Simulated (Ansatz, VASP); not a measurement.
# Ge: VASP beside Ansatz

```
CELL_PARAMETERS angstrom
0.00000 2.86560 2.86560
2.86560 0.00000 2.86560
2.86560 2.86560 0.00000
ATOMIC_POSITIONS crystal
Ge 0.00000 0.00000 0.00000
Ge 0.25000 0.25000 0.25000
```

Alike in both runs: task single point; functional r2SCAN; k mesh 12 × 12 × 12; occupations gaussian, width 0.02 eV; no spin polarisation.

```csv
,VASP,Ansatz
version,VASP 6.6.1,Ansatz 0.2.0
potentials or method,"VASP PAW PBE potentials, release 64 (Ge_d), cutoff 520 eV","scalar-relativistic, plane waves, PAW"
valence electrons in the cell,28,28
```

Ansatz gave:

* gap on the k mesh at the Fermi level (eV): 0.07
* least direct gap on the mesh (eV): 0.07
* pressure (GPa): -2.0

Problem. What did VASP give for the same quantities?

Solution. gap on the k mesh at the Fermi level (eV): 0.04; least direct gap on the mesh (eV): 0.04; pressure (GPa): -1.9.

VASP's potentials were made for PBE, not for r2SCAN.
